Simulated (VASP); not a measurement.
# ZrC in VASP: further runs

ZrC is run at these levels: PBE, BLYP+D3(BJ); tasks: single point, relaxation of cell and atoms.

All numbers are computed with VASP 6.6.1; they aren't measurements. Logs are shortened: lines on timing, memory, paths and dates and some standing lists are left out, and cuts for length are marked.

**1. The cell of the first run**

The typed cell holds 2 atoms: a = 3.345 Å, b = 3.345 Å, c = 3.345 Å, α = 60.00°, β = 60.00°, γ = 60.00°.

**2. Single point, PBE (atoms moved at random)**

The input, INCAR:

```
SYSTEM = ZrC
PREC     = Accurate       ! precision mode
ENCUT    = 520            ! plane-wave cutoff, eV
EDIFF    = 1E-6           ! SCF threshold, eV
ISMEAR   = -1             ! smearing method
SIGMA    = 0.05           ! smearing width, eV
LREAL    = .FALSE.        ! projectors in reciprocal space
LASPH    = .TRUE.         ! aspherical terms in the spheres
NELM     = 80             ! most SCF steps
ALGO     = Normal         ! electronic algorithm
ISIF     = 2              ! what is computed and relaxed
LWAVE    = .FALSE.        ! write WAVECAR
LCHARG   = .FALSE.        ! write CHGCAR
GGA      = PE             ! functional
NBANDS   = 15             ! bands
```

The input, KPOINTS:

```
Automatic mesh
0
G
  10 10 10
  0 0 0
```

The input, POSCAR:

```
ZrC
1.0
    0.0000000000      2.3650000000      2.3650000000
    2.3650000000      0.0000000000      2.3650000000
    2.3650000000      2.3650000000      0.0000000000
Zr C
1 1
Direct
    0.4901410000      0.4959120000      0.5064160000
   -0.0109390000     -0.0047220000      0.0215780000
```

Potentials or basis: VASP PAW PBE potentials, release 64 (Zr_sv, C).

Command:

```
$ cat potpaw_PBE.64/Zr_sv/POTCAR potpaw_PBE.64/C/POTCAR > POTCAR
$ mpirun -np 1 vasp_std > vasp.out
```

OUTCAR:

```text
SYSTEM = ZrC
   PREC = Accurate
   ENCUT = 520
   EDIFF = 1E-6
   ISMEAR = -1
   LREAL = .FALSE.
   LASPH = .TRUE.
   NELM = 80
   ISIF = 2
   GGA = PE

 ion  position               nearest neighbor table
   1  0.490  0.496  0.506-   2 2.33   2 2.33   2 2.36   2 2.37   2 2.40   2 2.40
   2  0.989  0.995  0.022-   1 2.33   1 2.33   1 2.36   1 2.37   1 2.40   1 2.40

  LATTYP: Found a face centered cubic cell.
 ALAT       =     4.7300000000

  Lattice vectors:

 A1 = (   0.0000000000,   2.3650000000,   2.3650000000)
 A2 = (   2.3650000000,   0.0000000000,   2.3650000000)
 A3 = (   2.3650000000,   2.3650000000,   0.0000000000)

Analysis of symmetry for initial positions (statically):
=====================================================================
 Subroutine PRICEL returns:
 Original cell was already a primitive cell.

 Routine SETGRP: Setting up the symmetry group for a
 face centered cubic supercell.

 Subroutine GETGRP returns: Found  1 space group operations
 (whereof  1 operations were pure point group operations)
 out of a pool of 48 trial point group operations.

The static configuration has the point symmetry C_1 .

Analysis of symmetry for dynamics (positions and initial velocities):
=====================================================================
 Subroutine PRICEL returns:
 Original cell was already a primitive cell.

 Routine SETGRP: Setting up the symmetry group for a
 face centered cubic supercell.

 Subroutine GETGRP returns: Found  1 space group operations
 (whereof  1 operations were pure point group operations)
 out of a pool of 48 trial point group operations.

The dynamic configuration has the point symmetry C_1 .

 Subroutine INISYM returns: Found  1 space group operations
 (whereof  1 operations are pure point group operations),
 and found     1 'primitive' translations

----------------------------------------------------------------------------------------

                                     Primitive cell

  volume of cell :      26.4560

  direct lattice vectors                    reciprocal lattice vectors
     0.000000000  2.365000000  2.365000000    -0.211416490  0.211416490  0.211416490
     2.365000000  0.000000000  2.365000000     0.211416490 -0.211416490  0.211416490
     2.365000000  2.365000000  0.000000000     0.211416490  0.211416490 -0.211416490

  length of vectors
     3.344615075  3.344615075  3.344615075     0.366184103  0.366184103  0.366184103

  position of ions in fractional coordinates (direct lattice)
     0.490141000  0.495912000  0.506416000
     0.989061000  0.995278000  0.021578000

  ion indices of the primitive-cell ions
   primitive index   ion index
                 1           1
                 2           2

----------------------------------------------------------------------------------------

 KPOINTS: Automatic mesh

Automatic generation of k-mesh.
 Grid dimensions read from file:
 generate k-points for:   10   10   10

 Generating k-lattice:

  Cartesian coordinates                     Fractional coordinates (reciprocal lattice)
    -0.021141649  0.021141649  0.021141649     0.100000000  0.000000000  0.000000000
     0.021141649 -0.021141649  0.021141649     0.000000000  0.100000000  0.000000000
     0.021141649  0.021141649 -0.021141649     0.000000000  0.000000000  0.100000000

  Length of vectors
     0.036618410  0.036618410  0.036618410

  Shift w.r.t. Gamma in fractional coordinates (k-lattice)
     0.000000000  0.000000000  0.000000000

 Subroutine IBZKPT returns following result:
 ===========================================

 Found    504 irreducible k-points:

 Following reciprocal coordinates:
            Coordinates               Weight
  0.000000  0.000000  0.000000      1.000000
  0.100000  0.000000  0.000000      2.000000
  0.000000  0.100000  0.000000      2.000000
  0.000000  0.000000  0.100000      2.000000
  0.100000  0.100000  0.100000      2.000000
  0.200000  0.000000  0.000000      2.000000
[... 16 lines left out ...]
  0.000000  0.100000  0.100000      2.000000
  0.100000  0.000000  0.100000      2.000000
 [... further k-points ...]
   k-points           NKPTS =    504   k-points in BZ     NKDIM =    504   number of bands    NBANDS=     15
   number of dos      NEDOS =    301   number of ions     NIONS =      2
   total plane-waves  NPLWV =  21952
   dimension x,y,z NGX =    28 NGY =   28 NGZ =   28
   dimension x,y,z NGXF=    56 NGYF=   56 NGZF=   56
   ions per type =               1   1
   NGX,Y,Z   is equivalent  to a cutoff of  13.92, 13.92, 13.92 a.u.
   NGXF,Y,Z  is equivalent  to a cutoff of  27.84, 27.84, 27.84 a.u.
 SYSTEM =  ZrC
   PREC   = accura    normal or accurate (medium, high low for compatibility)
   ISTART =      0    job   : 0-new  1-cont  2-samecut
   ICHARG =      2    charge: 1-file 2-atom 10-const
   ISPIN  =      1    spin polarized calculation?
   LNONCOLLINEAR =      F non collinear calculations
   LSORBIT =      F    spin-orbit coupling
   LASPH  =      T    aspherical Exc in radial PAW
   ENCUT  =  520.0 eV  38.22 Ry    6.18 a.u.   6.22  6.22  6.22*2*pi/ulx,y,z
   NELM   =     80;   NELMIN=  2; NELMDL= -5     # of ELM steps
   EDIFF  = 0.1E-05   stopping-criterion for ELM
   LREAL  =      F    real-space projection
   EDIFFG = 0.1E-04   stopping-criterion for IOM
   NSW    =      0    number of steps for IOM
   IBRION =     -1    ionic relax: 0-MD 1-quasi-New 2-CG
   NFREE  =      0    steps in history (QN), initial steepest desc. (CG)
   ISIF   =      2    stress and relaxation
   ISYM   =      2    0-nonsym 1-usesym 2-fastsym
   POTIM  = 0.5000    time-step for ionic-motion
   TEBEG  =    0.0;   TEEND  =   0.0 temperature during run
   PSTRESS=    0.0 pullay stress
   NELECT =      16.0000    total number of electrons
   NUPDOWN=      -1.0000    fix difference up-down
   EMIN   =  10.00;   EMAX   =-10.00  energy-range for DOS
   EFERMI =   0.00;   METHOD = LEGACY
   ISMEAR =    -1;   SIGMA  =   0.05  broadening in eV -4-tet -1-fermi 0-gaus
   EFERMI_NEDOS =   21; number of points for ismear=-14 and -15
   IALGO  =     38    algorithm
   IMIX   =      4    mixing-type and parameters
     AMIX     =   0.40;   BMIX     =  1.00
     AMIX_MAG =   1.60;   BMIX_MAG =  1.00
  volume/ion in A,a.u.               =      13.23        89.27
  Fermi-wavevector in a.u.,A,eV,Ry     =   1.384439  2.616209 26.077880  1.916670
  Thomas-Fermi vector in A             =   2.508943
   LORBIT       =      0    0 simple, 1 ext, 2 COOP (PROOUT), +10 PAW based schemes
   GGA     = PE    functional components
   LHFCALC =     F    Hartree Fock is set to
   AEXX    =    0.0000 exact exchange contribution
   IVDW    =     0    specifies the selected vdW correction
   LEPSILON=     F    determine dielectric tensor
   LRPA    =     F    only Hartree local field effects (RPA)
 non-spin polarized calculation
  energy-cutoff  :      520.00
  volume of cell :       26.46
 maximum number of plane-waves:       728
 NGX is ok and might be reduce to    28
   NGX = 13   NGY = 13   NGZ = 13

 number of electron      16.0000000 magnetization

 Free energy of the ion-electron system (eV)
  ---------------------------------------------------
  ext. energy  EPLUGINS =         0.00000000
  ---------------------------------------------------
  free energy    TOTEN  =       -19.45072638 eV

  energy without entropy =      -19.44776503  energy(sigma->0) =      -19.44924571

 E-fermi :   9.4223     XC(G=0): -12.0395

 val. band max:        9.4086811394   @ k =   0.0000   0.1000   0.0000
 cond. band min:       9.4289850461   @ k =   0.5000   0.5000   0.0000
 fundamental gap:      0.0203039067
 Fermi energy:         9.4222575270

 k-point     1 :       0.0000    0.0000    0.0000
  band No.  band energies     occupation
      1     -38.7811      2.00000
      2     -16.5040      2.00000
      3     -16.5038      2.00000
      4     -16.5035      2.00000
      5      -1.8392      2.00000
      6      10.1096      0.00000
      7      10.1303      0.00000
      8      10.2733      0.00000
      9      10.4855      0.00000
     10      10.6779      0.00000
     11      10.7047      0.00000
     12      12.1783      0.00000
     13      12.2189      0.00000
     14      16.4864      0.00000
     15      19.8215      0.00000

 k-point     2 :       0.1000    0.0000    0.0000
  band No.  band energies     occupation
      1     -38.7723      2.00000
      2     -16.5853      2.00000
      3     -16.5110      2.00000
      4     -16.5109      2.00000
      5      -1.6210      2.00000
      6       8.9472      1.99985
      7       9.3135      1.79614
      8       9.4084      1.13736
      9      10.8414      0.00000
     10      10.8573      0.00000
     11      11.2681      0.00000
     12      13.2630      0.00000
     13      13.2997      0.00000
     14      16.9609      0.00000
     15      20.4122      0.00000

 k-point     3 :       0.0000    0.1000    0.0000
  band No.  band energies     occupation
      1     -38.7723      2.00000
      2     -16.5853      2.00000
      3     -16.5110      2.00000
      4     -16.5109      2.00000
      5      -1.6210      2.00000
      6       8.9471      1.99985
      7       9.3134      1.79623
      8       9.4087      1.13494
      9      10.8414      0.00000
     10      10.8572      0.00000
     11      11.2680      0.00000
     12      13.2630      0.00000
     13      13.2998      0.00000
     14      16.9609      0.00000
     15      20.4122      0.00000
[... 343 lines left out ...]
 k-point    23 :       0.0000    0.1000    0.1000
  band No.  band energies     occupation
      1     -38.7693      2.00000
      2     -16.5800      2.00000
      3     -16.5295      2.00000
      4     -16.5291      2.00000
      5      -1.5583      2.00000
      6       8.4556      2.00000
      7       9.4531      0.70098
      8       9.4915      0.40031
      9      10.1182      0.00000
     10      11.6996      0.00000
     11      11.7643      0.00000
     12      12.3401      0.00000
     13      13.9046      0.00000
     14      17.2380      0.00000
     15      20.6067      0.00000

 k-point    24 :       0.1000    0.0000    0.1000
  band No.  band energies     occupation
      1     -38.7693      2.00000
      2     -16.5800      2.00000
      3     -16.5295      2.00000
      4     -16.5291      2.00000
      5      -1.5583      2.00000
      6       8.4553      2.00000
      7       9.4520      0.71098
      8       9.4929      0.39143
      9      10.1197      0.00000
     10      11.6955      0.00000
     11      11.7639      0.00000
     12      12.3433      0.00000
     13      13.9046      0.00000
     14      17.2379      0.00000
     15      20.6067      0.00000

 [... further k-points ...]
[... 5 lines left out ...]
  --------------------------------------------------------------------------------------
  -------------------------------------------------------------------------------------
  Total       -0.3979808     -0.4008624     -0.4417010     -0.0238973      0.0027873      0.0028803
  in kB      -24.1017904    -24.2762988    -26.7494934     -1.4472252      0.1687965      0.1744335
  external PRESSURE =     -25.0425275 kB  Pullay stress =       0.0000000 kB

 VOLUME and BASIS-vectors are now :
 -----------------------------------------------------------------------------
  energy-cutoff  :      520.00
  volume of cell :       26.46
      direct lattice vectors                 reciprocal lattice vectors
     0.000000000  2.365000000  2.365000000    -0.211416490  0.211416490  0.211416490
     2.365000000  0.000000000  2.365000000     0.211416490 -0.211416490  0.211416490
     2.365000000  2.365000000  0.000000000     0.211416490  0.211416490 -0.211416490

 POSITION                                       TOTAL-FORCE (eV/Angst)
 -----------------------------------------------------------------------------------
      2.37051      2.35686      2.33202         0.220889      0.214301     -0.026562
      2.40486      2.39016      4.69296        -0.220889     -0.214301      0.026562
 -----------------------------------------------------------------------------------
    total drift:                                0.000015      0.000010     -0.000013

  FREE ENERGIE OF THE ION-ELECTRON SYSTEM (eV)
  ---------------------------------------------------
  free  energy   TOTEN  =       -19.4507263832 eV

  energy  without entropy=      -19.4477650320  energy(sigma->0) =      -19.44924571
```

It took 2.5 min on 1 thread of Intel Xeon Platinum 8375C at 2.90GHz (Ice Lake), shared host; peak memory 0.32 GiB.

Results:

```yaml
Free_energy: -19.4507 eV
Pressure: -2.5 GPa
Largest_force: 0.309 eV/Å
Band_gap_on_the_k_mesh: zero (band 8 reaches 10.27 eV, above the bottom of band 9 at 9.12 eV)
```

Forces on the atoms (eV/Å):
```
Zr   0.221  0.214 -0.027
C   -0.221 -0.214  0.027
```

Stress tensor (GPa, compression positive):
```
-2.41 -0.14  0.02
-0.14 -2.43  0.02
 0.02  0.02 -2.67
```

Levels at points of the mesh, in eV from the Fermi level:
| k point | band 5 | band 6 | band 7 | band 8 | band 9 | band 10 | band 11 | band 12 |
| --- | --- | --- | --- | --- | --- | --- | --- | --- |
| (0.00, 0.00, 0.00) | -11.26 | 0.69 | 0.71 | 0.85 | 1.06 | 1.26 | 1.28 | 2.76 |
| (0.50, 0.00, 0.00) | -8.28 | -5.24 | -2.89 | -2.88 | 4.37 | 4.37 | 5.19 | 6.40 |
| (0.00, 0.50, 0.00) | -8.28 | -5.24 | -2.89 | -2.88 | 4.37 | 4.37 | 5.19 | 6.40 |
| (0.00, 0.00, 0.50) | -8.29 | -5.24 | -2.90 | -2.89 | 4.37 | 4.38 | 5.18 | 6.43 |
| (0.50, 0.50, 0.50) | -8.29 | -5.24 | -2.90 | -2.89 | 4.37 | 4.38 | 5.19 | 6.42 |
| (0.50, 0.50, 0.00) | -10.09 | -2.11 | -1.77 | 0.01 | 0.07 | 4.34 | 5.50 | 5.50 |
| (0.00, 0.50, 0.50) | -10.09 | -2.11 | -1.75 | 0.01 | 0.04 | 4.33 | 5.50 | 5.50 |
| (0.50, 0.00, 0.50) | -10.09 | -2.11 | -1.75 | 0.01 | 0.05 | 4.33 | 5.50 | 5.50 |

Caveat: the cell differs from its parent crystal (atoms moved at random).

**3. Relaxation of cell and atoms, BLYP+D3(BJ)**

The input, INCAR:

```
  PREC = Accurate
  ENCUT = 600
  EDIFF = 1E-7
  ISMEAR = -1
  SIGMA = 0.05
  LREAL = F
  LASPH = T
  NELM = 120
  ALGO = Normal
  ISIF = 3
  LWAVE = F
  LCHARG = F
  GGA = B5
  ALDAX = 1.0
  AGGAX = 1.0
  AGGAC = 1.0
  ALDAC = 0.0
  IVDW = 12
  VDW_S6 = 1.0
  VDW_S8 = 2.6996
  VDW_A1 = 0.4298
  VDW_A2 = 4.2359
  IBRION = 2
  NSW = 80
  EDIFFG = -0.02
  GGA_COMPAT = F
  NELMIN = 4
```

The input, KPOINTS:

```
regular mesh
0
Gamma
  10 10 10
```

The input, POSCAR:

```
ZrC
1.0
    0.0000000000      2.3650000000      2.3650000000
    2.3650000000      0.0000000000      2.3650000000
    2.3650000000      2.3650000000      0.0000000000
Zr C
1 1
Direct
    0.5000000000      0.5000000000      0.5000000000
    0.0000000000      0.0000000000      0.0000000000
```

Potentials or basis: VASP PAW PBE potentials, release 64 (Zr_sv, C).

Command:

```
$ cat potpaw_PBE.64/Zr_sv/POTCAR potpaw_PBE.64/C/POTCAR > POTCAR
$ mpirun -np 1 vasp_std > vasp.out
```

Wall time 42 s (1 thread of Intel Xeon 6975P-C (Granite Rapids), shared host); peak memory 0.18 GiB.

The run converged. Its results:

```
Free energy                            : -19.5374 eV
Relaxed volume                         : 12.81 Å³/atom
Relaxed cell                           : a = 3.309 Å, b = 3.309 Å, c = 3.309 Å, α = 60.00°, β = 60.00°, γ = 60.00°
Space group after relaxing (to 0.05 Å) : Fm-3m (No. 225)
Energy gained by relaxing              : 9.3 meV/atom
Ionic steps                            : 3
Pressure after relaxing                : -0.1 GPa
Band gap on the k mesh                 : zero (band 8 reaches 11.17 eV, above the bottom of band 9 at 9.94 eV)
Dispersion energy per atom             : -0.945 eV
```

Step by step:
```
step  energy change (eV)  largest force (eV/Å)  pressure (GPa)  volume (Å³)
   1              0.0000                0.0000           -6.89        26.46
   2              0.0310                0.0000           12.98        24.34
   3             -0.0186                0.0000           -0.11        25.63
```

Final structure:
```cif
data_structure
_symmetry_space_group_name_H-M 'P 1'
_symmetry_Int_Tables_number 1
_cell_length_a 3.3093
_cell_length_b 3.3093
_cell_length_c 3.3093
_cell_angle_alpha 60.000
_cell_angle_beta 60.000
_cell_angle_gamma 60.000
_cell_volume 25.63
loop_
_atom_site_label
_atom_site_type_symbol
_atom_site_fract_x
_atom_site_fract_y
_atom_site_fract_z
_atom_site_occupancy
Zr1 Zr 0.50000 0.50000 0.50000 1
C1 C 0.00000 0.00000 0.00000 1
```

Levels at points of the mesh, in eV from the Fermi level:
| k point | band 4 | band 5 | band 6 | band 7 | band 8 | band 9 | band 10 | band 11 | band 12 |
| --- | --- | --- | --- | --- | --- | --- | --- | --- | --- |
| (0.00, 0.00, 0.00) | -25.89 | -11.25 | 0.89 | 0.89 | 0.89 | 1.09 | 1.09 | 1.09 | 2.80 |
| (0.50, 0.00, 0.00) | -25.97 | -8.21 | -5.21 | -2.99 | -2.99 | 4.45 | 4.45 | 5.32 | 6.95 |
| (0.50, 0.50, 0.00) | -26.18 | -10.19 | -1.93 | -1.68 | 0.07 | 0.07 | 4.41 | 5.60 | 5.60 |

Caveat: the PAW data sets were made with another functional, which shifts forces and pressure a little; pairwise dispersion overbinds metals, which lowers pressure and volume.
